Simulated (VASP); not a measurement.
Ta4H3: relaxation of cell and atoms with PBE

Ta4H3:

```
CELL_PARAMETERS angstrom
4.92000 0.00000 0.00000
0.00000 4.92000 0.00000
0.00000 0.00000 3.55000
ATOMIC_POSITIONS crystal
Ta 0.75000 0.75000 0.25000
Ta 0.25000 0.25000 0.25000
Ta 0.75000 0.25000 0.75000
Ta 0.25000 0.75000 0.75000
H 0.50000 0.00000 0.50000
H 0.00000 0.50000 0.50000
H 0.50000 0.50000 0.00000
```

* Program: VASP 6.6.1
* Task: relaxation of cell and atoms
* Functional: PBE
* Potentials or basis: VASP PAW PBE potentials, release 64 (Ta_pv, H)
* Cutoff: 600 eV
* k mesh: 3 × 3 × 5
* Occupations: gaussian, width 0.2 eV
* Spin: no spin polarisation
* Dipole correction: no
* Further INCAR settings: ALGO = Normal; EDIFF = 1e-06; IBRION = 2; EDIFFG = -0.08; NSW = 36; ISIF = 3

- Relaxed volume: 11.55 Å³/atom
- Relaxed cell: a = 4.827 Å, b = 4.827 Å, c = 3.472 Å, α = 90.00°, β = 90.00°, γ = 90.00°
- Space group after relaxing (to 0.05 Å): P-42m (No. 111)
- Energy gained by relaxing: 35.2 meV/atom
- Ionic steps: 4
- Pressure after relaxing: 0.3 GPa
- Largest force after relaxing: 0.026 eV/Å

Forces in eV/Å, atoms in the order of the input:
```
Ta  -0.009 -0.009 -0.023
Ta   0.009  0.009 -0.023
Ta  -0.009  0.009  0.023
Ta   0.009 -0.009  0.023
H    0.000  0.000  0.000
H    0.000  0.000  0.000
H    0.000  0.000  0.000
```

The path:
| step | energy change (eV) | largest force (eV/Å) | pressure (GPa) | volume (Å³) |
| --- | --- | --- | --- | --- |
| 1 | 0.0000 | 0.7527 | -10.49 | 85.93 |
| 2 | -0.0443 | 0.2494 | 14.12 | 76.32 |
| 3 | -0.2156 | 0.5510 | 1.15 | 80.63 |
| 4 | -0.2462 | 0.0259 | 0.31 | 80.88 |

Final structure:
```
Ta H
1.0
     4.82650    0.00000    0.00000
     0.00000    4.82650    0.00000
     0.00000    0.00000    3.47214
Ta H
4 3
Direct
  0.75639 0.75639 0.24663
  0.24361 0.24361 0.24663
  0.75639 0.24361 0.75337
  0.24361 0.75639 0.75337
  0.50000 0.00000 0.50000
  0.00000 0.50000 0.50000
  0.50000 0.50000 0.00000
```

Levels at points of the mesh, in eV from the Fermi level:
```csv
k point,band 20,band 21,band 22,band 23,band 24,band 25,band 26,band 27
"(0.00, 0.00, 0.00)",-1.06,-0.66,-0.15,-0.15,0.30,2.44,2.77,2.93
```

Wall time 48 s on 1 thread of Intel(R) Xeon(R) 6975P-C (Granite Rapids) (shared host), peak memory 0.22 GiB.

Caveat: the k points lie up to 0.43 Å⁻¹ apart in the final cell; spin-orbit coupling is left out, which moves the levels of the heavy elements; the relaxation stopped at a loose force limit of 0.08 eV/Å, so its end isn't a converged minimum.
